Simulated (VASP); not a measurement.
# Mo4C in VASP: a series of runs, part 2 of 2

VASP 6.6.1. Earlier steps stand in the parts before.

### 5 Single point, LDA

INCAR reads:

```
SYSTEM = Mo4C
ALGO = Normal
DIPOL = 0.5 0.5 0.351
EDIFF = 1E-6
ENCUT = 520
GGA = CA
IDIPOL = 3
ISIF = 2
ISMEAR = 0
LASPH = .TRUE.
LCHARG = .FALSE.
LDIPOL = .TRUE.
LREAL = .FALSE.
LWAVE = .FALSE.
NBANDS = 38
NELM = 100
PREC = Accurate
SIGMA = 0.1
```

KPOINTS reads:

```
k-points
0
G
  9 9 1
  0 0 0
```

POSCAR reads:

```
Mo4C
1.0
    3.1111816891      0.0000000000      0.0000000000
    0.0000000000      3.1111816891      0.0000000000
    0.0000000000      0.0000000000     21.5098172784
Mo C
4 1
Direct
    0.5000000000      0.5000000000      0.1859615983
    0.0000000000      0.0000000000      0.2582816382
    0.5000000000      0.5000000000      0.3325055024
    0.0000000000      0.0000000000      0.3956248056
    0.3750000000      0.3750000000      0.5839109238
```

Potentials or basis: VASP PAW LDA potentials, release 64 (Mo_sv, C).

Command:

```bash
$ cat potpaw_LDA.64/Mo_sv/POTCAR potpaw_LDA.64/C/POTCAR > POTCAR
$ mpirun -np 1 vasp_std > vasp.out
```

OUTCAR:

```text
SYSTEM = Mo4C
   EDIFF = 1E-6
   ENCUT = 520
   GGA = CA
   ISIF = 2
   ISMEAR = 0
   LASPH = .TRUE.
   LREAL = .FALSE.
   NELM = 100
   PREC = Accurate

 ion  position               nearest neighbor table
   1  0.500  0.500  0.186-   2 2.69   2 2.69   2 2.69   2 2.69   3 3.15
   2  0.000  0.000  0.258-   1 2.69   1 2.69   1 2.69   1 2.69   3 2.72   3 2.72   3 2.72   3 2.72
                             4 2.95
   3  0.500  0.500  0.333-   4 2.59   4 2.59   4 2.59   4 2.59   2 2.72   2 2.72   2 2.72   2 2.72
                             1 3.15
   4  0.000  0.000  0.396-   3 2.59   3 2.59   3 2.59   3 2.59   2 2.95
   5  0.375  0.375  0.584-

  LATTYP: Found a simple tetragonal cell.
 ALAT       =     3.1111816891
 C/A-ratio  =     6.9137129965

  Lattice vectors:

 A1 = (   3.1111816891,   0.0000000000,   0.0000000000)
 A2 = (   0.0000000000,   3.1111816891,   0.0000000000)
 A3 = (   0.0000000000,   0.0000000000,  21.5098172784)

Analysis of symmetry for initial positions (statically):
=====================================================================
 Subroutine PRICEL returns:
 Original cell was already a primitive cell.

 Routine SETGRP: Setting up the symmetry group for a
 simple tetragonal supercell.

 Subroutine GETGRP returns: Found  2 space group operations
 (whereof  2 operations were pure point group operations)
 out of a pool of 16 trial point group operations.

The static configuration has the point symmetry C_1h.

Analysis of symmetry for dynamics (positions and initial velocities):
=====================================================================
 Subroutine PRICEL returns:
 Original cell was already a primitive cell.

 Routine SETGRP: Setting up the symmetry group for a
 simple tetragonal supercell.

 Subroutine GETGRP returns: Found  2 space group operations
 (whereof  2 operations were pure point group operations)
 out of a pool of 16 trial point group operations.

The dynamic configuration has the point symmetry C_1h.

 Subroutine INISYM returns: Found  2 space group operations
[... 130 lines left out ...]
   IVDW    =     0    specifies the selected vdW correction
   LEPSILON=     F    determine dielectric tensor
   LRPA    =     F    only Hartree local field effects (RPA)
 non-spin polarized calculation
 Gauss-broadening in eV      SIGMA  =   0.10
  energy-cutoff  :      520.00
  volume of cell :      208.20
 maximum number of plane-waves:      5636
   NGX = 11   NGY = 11   NGZ = 79

 dipolmoment           0.000000      0.000000     -0.149191 electrons x Angstroem

 number of electron      59.9999987 magnetization

 dipolmoment           0.000000      0.000000      0.109843 electrons x Angstroem

 Free energy of the ion-electron system (eV)
  ---------------------------------------------------
  ext. energy  EPLUGINS =         0.00000000
  ---------------------------------------------------
  free energy    TOTEN  =       -45.96705124 eV

  energy without entropy =      -45.93416461  energy(sigma->0) =      -45.95060793

 E-fermi :   0.5633     XC(G=0):  -6.1550

 val. band max:        0.5464498134   @ k =   0.3333   0.0000   0.0000
 cond. band min:       0.5753280053   @ k =  -0.2222   0.3333   0.0000
 fundamental gap:      0.0288781920
 Fermi energy:         0.5632719737

 k-point     1 :       0.0000    0.0000    0.0000
  band No.  band energies     occupation
      1     -60.0159      2.00000
      2     -59.8150      2.00000
      3     -59.5548      2.00000
      4     -59.4381      2.00000
      5     -34.4679      2.00000
      6     -34.4326      2.00000
[... 973 lines left out ...]
     37       3.1158      0.00000
     38       3.2573      0.00000

 [... further k-points ...]

------------------------ aborting loop because EDIFF is reached ----------------------------------------

 vacuum level on the upper side and lower side of the slab       (xc-potential included)         0.750        -1.246

  FORCE on cell =-STRESS in cart. coord.  units (eV):
  Direction    XX          YY          ZZ          XY          YZ          ZX
  --------------------------------------------------------------------------------------
  -------------------------------------------------------------------------------------
  Total       -8.9539807     -8.9539807     -3.7577170     -0.0013584     -0.0071351     -0.0071351
  in kB      -68.9031799    -68.9031799    -28.9165973     -0.0104529     -0.0549063     -0.0549063
  external PRESSURE =     -55.5743190 kB  Pullay stress =       0.0000000 kB

 VOLUME and BASIS-vectors are now :
 -----------------------------------------------------------------------------
  energy-cutoff  :      520.00
  volume of cell :      208.20
      direct lattice vectors                 reciprocal lattice vectors
     3.111181689  0.000000000  0.000000000     0.321421280  0.000000000  0.000000000
     0.000000000  3.111181689  0.000000000     0.000000000  0.321421280  0.000000000
     0.000000000  0.000000000 21.509817278     0.000000000  0.000000000  0.046490400

 POSITION                                       TOTAL-FORCE (eV/Angst)
 -----------------------------------------------------------------------------------
      1.55559      1.55559      4.00000         0.008962      0.008962      1.716952
      0.00000      0.00000      5.55559        -0.005221     -0.005221     -1.777077
      1.55559      1.55559      7.15213        -0.010481     -0.010481     -0.196504
      0.00000      0.00000      8.50982         0.005835      0.005835      0.627234
      1.16669      1.16669     12.55982         0.000905      0.000905     -0.370606
 -----------------------------------------------------------------------------------
    total drift:                                0.000002      0.000002      0.000059

  FREE ENERGIE OF THE ION-ELECTRON SYSTEM (eV)
  ---------------------------------------------------
  free  energy   TOTEN  =       -45.9670512378 eV

  energy  without entropy=      -45.9341646128  energy(sigma->0) =      -45.95060793

 vacuum level on the upper side and lower side of the slab         6.574         4.528
```

stdout:

```text
POSCAR found type information on POSCAR MoC
 POSCAR found :  2 types and       5 ions
 scaLAPACK will be used
 LDA part: xc-table for (Slater(with rela. corr.)+CA(PZ))
 , standard interpolation
 POSCAR, INCAR and KPOINTS ok, starting setup
 FFT: planning ... GRIDC
 FFT: planning ... GRID_SOFT
 FFT: planning ... GRID
 WAVECAR not read
 entering main loop
```

Run time: 9.6 min. Hardware: 1 thread of AMD EPYC 7R13, shared host; peak memory 0.3 GiB.

What came out:

```yaml
Free_energy: -45.9671 eV
Largest_force: 1.777 eV/Å
Band_gap_on_the_k_mesh: zero (bands 30 and 31 overlap by 1.01 eV)
```

Forces on the atoms (eV/Å):
```
Mo   0.009  0.009  1.717
Mo  -0.005 -0.005 -1.777
Mo  -0.010 -0.010 -0.197
Mo   0.006  0.006  0.627
C    0.001  0.001 -0.371
```

Levels at points of the mesh, in eV from the Fermi level:
| k point | band 27 | band 28 | band 29 | band 30 | band 31 | band 32 | band 33 | band 34 |
| --- | --- | --- | --- | --- | --- | --- | --- | --- |
| (0.00, 0.00, 0.00) | -0.79 | -0.77 | -0.30 | -0.30 | -0.07 | 0.53 | 0.89 | 1.05 |

### 6 Summary

| cell | gap on the mesh (eV) | largest force (eV/Å) |
| --- | --- | --- |
| as given, atomic positions A | none | 1.78 |
| as given, atomic positions B | none | 4.07 |
| as given, atomic positions C | none | 2.01 |
| as given, atomic positions D | none | 1.78 |

Alike in all rows: task single point; level LDA; potentials or basis VASP PAW LDA potentials, release 64 (Mo_sv, C); no spin polarisation; k mesh 9 × 9 × 1; cutoff (eV) 520; smearing gaussian 0.1 eV.

Absolute energies hang on the potentials; compare differences alone.
